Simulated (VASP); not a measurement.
# MnO2 (P6_3/mmc) in VASP: single point with PBE+D3(BJ)

Aim: the single point of MnO2 with PBE+D3(BJ).

All numbers are computed with VASP 6.6.1; they aren't measurements. Logs are shortened: lines on timing, memory, paths and dates and some standing lists are left out, and cuts for length are marked.

**1. The cell of the first run**

It takes space group P6_3/mmc (No. 194, hexagonal). Conventional cell: a = 2.869 Å, b = 2.869 Å, c = 10.222 Å, α = 90.00°, β = 90.00°, γ = 120.00°. Mn (site symmetry -3m) has 6 O at 1.91 Å within 2.5 Å. Within 2.5 Å of O (site symmetry 3m) lie 3 Mn at 1.91 Å.

**2. Single point, PBE+D3(BJ), collinear spin, ferromagnetic start (volume scaled by 1.03, then relaxed in part)**

Input file INCAR:

```
PREC = Accurate
ENCUT = 520
EDIFF = 1E-6
ISMEAR = 0
SIGMA = 0.02
LREAL = F
LASPH = T
NELM = 150
ALGO = Normal
ISIF = 2
LWAVE = F
LCHARG = F
ISPIN = 2
MAGMOM = 2.75 2.75 0 0 0 0
LORBIT = 11
LMAXMIX = 4
GGA = PE
IVDW = 12
NBANDS = 38
```

Input file KPOINTS:

```
Automatic mesh
0
Gamma
  12 12 4
```

Input file POSCAR:

```
MnO2
1.0
    2.8693674548      0.0000000000      0.0000000000
   -1.4346837274      2.4849451086      0.0000000000
    0.0000000000      0.0000000000     10.2218316688
Mn O
2 4
Direct
    0.0000000000      0.0000000000      0.0000000000
    0.0000000000      0.0000000000      0.5000000000
    0.3333333333      0.6666666667      0.9063716162
    0.3333333333      0.6666666667      0.5936283838
    0.6666666667      0.3333333333      0.0936283838
    0.6666666667      0.3333333333      0.4063716162
```

Potentials or basis: VASP PAW PBE potentials, release 64 (Mn_pv, O).

Started as:

```bash
> cat potpaw_PBE.64/Mn_pv/POTCAR potpaw_PBE.64/O/POTCAR > POTCAR
> mpirun -np 1 vasp_std > vasp.out
```

OUTCAR:

```text
PREC = Accurate
   ENCUT = 520
   EDIFF = 1E-6
   ISMEAR = 0
   LREAL = F
   LASPH = T
   NELM = 150
   ISIF = 2
   ISPIN = 2
   LORBIT = 11
   GGA = PE
   IVDW = 12
 IVDW          = 12

 ion  position               nearest neighbor table
   1  0.000  0.000  0.000-   3 1.91   5 1.91   3 1.91   5 1.91   5 1.91   3 1.91
   2  0.000  0.000  0.500-   4 1.91   6 1.91   4 1.91   6 1.91   6 1.91   4 1.91
   3  0.333  0.667  0.906-   1 1.91   1 1.91   1 1.91
   4  0.333  0.667  0.594-   2 1.91   2 1.91   2 1.91
   5  0.667  0.333  0.094-   1 1.91   1 1.91   1 1.91
   6  0.667  0.333  0.406-   2 1.91   2 1.91   2 1.91

  LATTYP: Found a hexagonal cell.
 ALAT       =     2.8693674548
 C/A-ratio  =     3.5623989711

  Lattice vectors:

 A1 = (   2.8693674548,   0.0000000000,   0.0000000000)
 A2 = (  -1.4346837274,   2.4849451086,   0.0000000000)
 A3 = (   0.0000000000,   0.0000000000,  10.2218316688)

Analysis of symmetry for initial positions (statically):
=====================================================================
 Subroutine PRICEL returns:
 Original cell was already a primitive cell.

 Routine SETGRP: Setting up the symmetry group for a
 hexagonal supercell.

 Subroutine GETGRP returns: Found 24 space group operations
 (whereof 12 operations were pure point group operations)
 out of a pool of 24 trial point group operations.

The static configuration has the point symmetry D_3d.
 The point group associated with its full space group is D_6h.

Analysis of symmetry for dynamics (positions and initial velocities):
=====================================================================
 Subroutine PRICEL returns:
 Original cell was already a primitive cell.

 Routine SETGRP: Setting up the symmetry group for a
 hexagonal supercell.

 Subroutine GETGRP returns: Found 24 space group operations
 (whereof 12 operations were pure point group operations)
 out of a pool of 24 trial point group operations.

The dynamic configuration has the point symmetry D_3d.
 The point group associated with its full space group is D_6h.

Analysis of structural, dynamic, and magnetic symmetry:
=====================================================================
 Subroutine PRICEL returns:
 Original cell was already a primitive cell.

 Routine SETGRP: Setting up the symmetry group for a
 hexagonal supercell.

 Subroutine GETGRP returns: Found 24 space group operations
 (whereof 12 operations were pure point group operations)
 out of a pool of 24 trial point group operations.

The overall configuration has the point symmetry D_3d.
 The point group associated with its full space group is D_6h.

 Subroutine INISYM returns: Found 24 space group operations
 (whereof 12 operations are pure point group operations),
 and found     1 'primitive' translations

----------------------------------------------------------------------------------------

                                     Primitive cell

  volume of cell :      72.8839

  direct lattice vectors                    reciprocal lattice vectors
     2.869367455  0.000000000  0.000000000     0.348508867  0.201211688  0.000000000
    -1.434683727  2.484945109  0.000000000     0.000000000  0.402423376  0.000000000
     0.000000000  0.000000000 10.221831669     0.000000000  0.000000000  0.097829825

  length of vectors
     2.869367455  2.869367455 10.221831669     0.402423376  0.402423376  0.097829825

  position of ions in fractional coordinates (direct lattice)
     0.000000000  0.000000000  0.000000000
     0.000000000  0.000000000  0.500000000
     0.333333333  0.666666667  0.906371616
     0.333333333  0.666666667  0.593628384
     0.666666667  0.333333333  0.093628384
     0.666666667  0.333333333  0.406371616

  ion indices of the primitive-cell ions
   primitive index   ion index
                 1           1
                 2           2
                 3           3
                 4           4
                 5           5
                 6           6

----------------------------------------------------------------------------------------

[... 48 lines left out ...]
  0.250000 -0.000000  0.250000     12.000000
  0.333333  0.000000  0.250000     12.000000
 [... further k-points ...]
   k-points           NKPTS =     57   k-points in BZ     NKDIM =     57   number of bands    NBANDS=     38
   number of dos      NEDOS =    301   number of ions     NIONS =      6
   total plane-waves  NPLWV =  46080
   dimension x,y,z NGX =    24 NGY =   24 NGZ =   80
   dimension x,y,z NGXF=    48 NGYF=   48 NGZF=  160
   ions per type =               2   4
   NGX,Y,Z   is equivalent  to a cutoff of  13.91, 13.91, 13.01 a.u.
   NGXF,Y,Z  is equivalent  to a cutoff of  27.81, 27.81, 26.02 a.u.
 SYSTEM =  unknown system
   PREC   = accura    normal or accurate (medium, high low for compatibility)
   ISTART =      0    job   : 0-new  1-cont  2-samecut
   ICHARG =      2    charge: 1-file 2-atom 10-const
   ISPIN  =      2    spin polarized calculation?
   LNONCOLLINEAR =      F non collinear calculations
   LSORBIT =      F    spin-orbit coupling
   LASPH  =      T    aspherical Exc in radial PAW
   ENCUT  =  520.0 eV  38.22 Ry    6.18 a.u.   5.34  5.34 19.01*2*pi/ulx,y,z
   NELM   =    150;   NELMIN=  2; NELMDL= -5     # of ELM steps
   EDIFF  = 0.1E-05   stopping-criterion for ELM
   LREAL  =      F    real-space projection
   EDIFFG = 0.1E-04   stopping-criterion for IOM
   NSW    =      0    number of steps for IOM
   IBRION =     -1    ionic relax: 0-MD 1-quasi-New 2-CG
   NFREE  =      0    steps in history (QN), initial steepest desc. (CG)
   ISIF   =      2    stress and relaxation
   ISYM   =      2    0-nonsym 1-usesym 2-fastsym
   POTIM  = 0.5000    time-step for ionic-motion
   TEBEG  =    0.0;   TEEND  =   0.0 temperature during run
   PSTRESS=    0.0 pullay stress
   NELECT =      50.0000    total number of electrons
   NUPDOWN=      -1.0000    fix difference up-down
   EMIN   =  10.00;   EMAX   =-10.00  energy-range for DOS
   EFERMI =   0.00;   METHOD = LEGACY
   ISMEAR =     0;   SIGMA  =   0.02  broadening in eV -4-tet -1-fermi 0-gaus
   EFERMI_NEDOS =   21; number of points for ismear=-14 and -15
   IALGO  =     38    algorithm
   IMIX   =      4    mixing-type and parameters
     AMIX     =   0.40;   BMIX     =  1.00
     AMIX_MAG =   1.60;   BMIX_MAG =  1.00
  volume/ion in A,a.u.               =      12.15        81.97
  Fermi-wavevector in a.u.,A,eV,Ry     =   1.443846  2.728474 28.363955  2.084692
  Thomas-Fermi vector in A             =   2.562208
   LORBIT       =     11    0 simple, 1 ext, 2 COOP (PROOUT), +10 PAW based schemes
   GGA     = PE    functional components
   LHFCALC =     F    Hartree Fock is set to
   AEXX    =    0.0000 exact exchange contribution
   IVDW    =    12    specifies the selected vdW correction
   LEPSILON=     F    determine dielectric tensor
   LRPA    =     F    only Hartree local field effects (RPA)
 spin polarized calculation
 Gauss-broadening in eV      SIGMA  =   0.02
  energy-cutoff  :      520.00
  volume of cell :       72.88
 maximum number of plane-waves:      1994
 NGX is ok and might be reduce to    24
   NGX = 11   NGY = 11   NGZ = 39

 number of electron      49.9999998 magnetization       6.0000544

 Free energy of the ion-electron system (eV)
  ---------------------------------------------------
  ext. energy  EPLUGINS =         0.00000000
  ---------------------------------------------------
  free energy    TOTEN  =       -47.66844190 eV

  energy without entropy =      -47.66844190  energy(sigma->0) =      -47.66844190

 E-fermi :   2.1357     XC(G=0):  -9.9846

 val. band max:        1.9968182343   @ k =   0.0833   0.0833   0.0000
 cond. band min:       2.9254641581   @ k =   0.0000   0.0000   0.0000
 fundamental gap:      0.9286459238
 Fermi energy:         2.1356523204

 spin component 1

 k-point     1 :       0.0000    0.0000    0.0000
  band No.  band energies     occupation
      1     -48.2411      1.00000
      2     -48.2411      1.00000
      3     -48.2411      1.00000
      4     -48.2411      1.00000
      5     -48.2377      1.00000
      6     -48.2376      1.00000
[... 949 lines left out ...]
     36      14.9412      0.00000
     37      16.0683      0.00000

 [... further k-points ...]

 spin component 2

 k-point     1 :       0.0000    0.0000    0.0000
  band No.  band energies     occupation
      1     -45.1677      1.00000
      2     -45.1677      1.00000
      3     -45.1677      1.00000
      4     -45.1677      1.00000
      5     -45.0012      1.00000
      6     -45.0011      1.00000
[... 949 lines left out ...]
     36      15.4274      0.00000
     37      16.6523      0.00000

 [... further k-points ...]

 [bands above 37 left out]

------------------------ aborting loop because EDIFF is reached ----------------------------------------

 Edisp (eV)   -0.71066

 E8    (eV) :    -0.2497

  FORCE on cell =-STRESS in cart. coord.  units (eV):
  Direction    XX          YY          ZZ          XY          YZ          ZX
  --------------------------------------------------------------------------------------
  -------------------------------------------------------------------------------------
  Total       0.21208     0.21208    -0.02169     0.00000     0.00000    -0.00000
  in kB       4.66204     4.66204    -0.47674     0.00000     0.00000    -0.00000
  external pressure =        2.95 kB  Pullay stress =        0.00 kB

 VOLUME and BASIS-vectors are now :
 -----------------------------------------------------------------------------
  energy-cutoff  :      520.00
  volume of cell :       72.88
      direct lattice vectors                 reciprocal lattice vectors
     2.869367455  0.000000000  0.000000000     0.348508867  0.201211688  0.000000000
    -1.434683727  2.484945109  0.000000000     0.000000000  0.402423376  0.000000000
     0.000000000  0.000000000 10.221831669     0.000000000  0.000000000  0.097829825

 POSITION                                       TOTAL-FORCE (eV/Angst)
 -----------------------------------------------------------------------------------
      0.00000      0.00000      0.00000         0.000000      0.000000     -0.000000
      0.00000      0.00000      5.11092         0.000000      0.000000     -0.000000
     -0.00000      1.65663      9.26478        -0.000000     -0.000000     -0.089606
     -0.00000      1.65663      6.06797        -0.000000     -0.000000      0.089606
      1.43468      0.82832      0.95705         0.000000      0.000000      0.089606
      1.43468      0.82832      4.15386        -0.000000      0.000000     -0.089606
 -----------------------------------------------------------------------------------
    total drift:                               -0.000000      0.000000      0.000000

  FREE ENERGIE OF THE ION-ELECTRON SYSTEM (eV)
  ---------------------------------------------------
  free  energy   TOTEN  =       -48.3791013379 eV

  energy  without entropy=      -48.3791013379  energy(sigma->0) =      -48.37910134

 total charge

# of ion       s       p       d       tot
------------------------------------------
    1        0.349   6.454   4.907  11.711
    2        0.349   6.454   4.907  11.711
    3        1.582   3.406   0.000   4.989
    4        1.582   3.406   0.000   4.989
    5        1.582   3.406   0.000   4.989
    6        1.582   3.406   0.000   4.989
--------------------------------------------------
tot          7.027  26.534   9.815  43.376

 magnetization (x)

# of ion       s       p       d       tot
------------------------------------------
    1        0.031   0.039   2.778   2.847
    2        0.031   0.039   2.778   2.847
    3        0.004   0.035   0.000   0.038
    4        0.004   0.035   0.000   0.038
    5        0.004   0.035   0.000   0.038
    6        0.004   0.035   0.000   0.038
--------------------------------------------------
tot          0.076   0.216   5.556   5.847
```

Run time: 4.5 min. Hardware: 1 thread of Intel Xeon Platinum 8259CL at 2.50GHz (Skylake/Cascade Lake), shared host; peak memory 0.38 GiB.

What came out:

| Property | Result |
| --- | --- |
| Free energy | -48.3791 eV |
| Pressure | 0.3 GPa |
| Largest force | 0.090 eV/Å |
| Band gap on the k mesh | 0.93 eV, indirect (least direct gap 0.98 eV) |
| Net moment | 6.00 μB per cell |
| Site moments | Mn +2.85; O +0.04 μB |
| Valence electrons inside the program's atomic spheres | Mn 11.71; O 4.99 |
| Dispersion energy per atom | -0.118 eV |

Forces in eV/Å, atoms in the order of the input:
```
Mn   0.000  0.000  0.000
Mn   0.000  0.000  0.000
O    0.000  0.000 -0.090
O    0.000  0.000  0.090
O    0.000  0.000  0.090
O    0.000  0.000 -0.090
```

Levels at points of the mesh, in eV from the valence-band top:
Spin up:
| k point | band 25 | band 26 | band 27 | band 28 | band 29 | band 30 | band 31 | band 32 |
| --- | --- | --- | --- | --- | --- | --- | --- | --- |
| (0.00, 0.00, 0.00) | -1.28 | -1.28 | -0.29 | -0.05 | 2.92 | 2.92 | 2.94 | 2.94 |
| (0.50, 0.00, 0.00) | -1.74 | -1.69 | -1.02 | -0.93 | 2.10 | 2.29 | 2.76 | 2.79 |
| (0.00, 0.00, 0.50) | -1.29 | -1.29 | -0.14 | -0.14 | 2.93 | 2.93 | 2.93 | 2.93 |
| (0.50, 0.00, 0.50) | -1.70 | -1.70 | -0.97 | -0.97 | 2.19 | 2.19 | 2.78 | 2.78 |
Spin down:
```
           k point  band 20  band 21  band 22  band 23  band 24  band 25
(0.00, 0.00, 0.00)    -1.23    -1.23    -1.14     0.93     0.93     0.93
(0.50, 0.00, 0.00)    -2.60    -1.97    -1.60     1.16     1.24     1.67
(0.00, 0.00, 0.50)    -1.24    -1.24    -1.24     0.93     0.93     0.93
(0.50, 0.00, 0.50)    -2.62    -1.78    -1.78     1.20     1.20     1.67
```

Caveat: only a ferromagnetic start was run, and an antiferromagnetic order may lie lower in energy.
